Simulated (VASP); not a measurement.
Write the native input for VASP 6.6.1 that does the following.

- Task: electric field gradients
- Functional: PBE
- Potentials or basis: VASP PAW PBE potentials, release 64 (Pb_d, S)
- Cutoff: 520 eV
- k mesh: 7 × 7 × 3
- Occupations: fermi-dirac, width 0.01 eV
- Spin: no spin polarisation
- Dipole correction: no
- Further INCAR settings: ALGO = Normal; EDIFF = 1e-08; NBANDS = 28

The structure of PbS lies in POSCAR:

```
PbS
1.0
    2.9993100000     -2.9580000000      0.0000000000
    2.9993100000      2.9580000000      0.0000000000
   -1.1016510000      0.0000000000     11.7092900000
Pb S
2 2
Direct
    0.7756000000      0.7756000000      0.6363800000
    0.2244000000      0.2244000000      0.3636200000
    0.2684000000      0.2684000000      0.5986000000
    0.7316000000      0.7316000000      0.4014000000
```

This cell differs from its parent crystal: equal xx and yy strain of +2 %.

The input as run:

INCAR

```
ALGO     = Normal         # electronic algorithm
EDIFF    = 1E-8           # SCF threshold, eV
ENCUT    = 520            # plane-wave cutoff, eV
GGA      = PE             # functional
ISIF     = 2              # what is computed and relaxed
ISMEAR   = -1             # smearing method
LASPH    = T              # aspherical terms in the spheres
LCHARG   = F              # write CHGCAR
LEFG     = T            
LREAL    = F              # projectors in reciprocal space
LWAVE    = F              # write WAVECAR
NBANDS   = 28             # bands
NELM     = 60             # most SCF steps
PREC     = Accurate       # precision mode
SIGMA    = 0.01           # smearing width, eV
```

KPOINTS

```
k-points
0
Gamma
  7 7 3
```

Potentials or basis: VASP PAW PBE potentials, release 64 (Pb_d, S).

Command:

```console
$ cat potpaw_PBE.64/Pb_d/POTCAR potpaw_PBE.64/S/POTCAR > POTCAR
$ mpirun -np 1 vasp_std > vasp.out
```

Results of the run:

```
Largest force          : 0.603 eV/Å
Band gap on the k mesh : 1.45 eV, indirect (the least direct gap lies 0.5 meV higher)
```

Caveat: the cell differs from its parent crystal (equal xx and yy strain of +2 %); without QUAD_EFG the Cq values of the log hold for a quadrupole moment of 1 mb, not for the nuclei; spin-orbit coupling is left out, which moves the levels of the heavy elements.

Wall time 20 min on 1 thread of AMD EPYC 7R13 Processor (Zen 3) (shared host), peak memory 0.37 GiB.
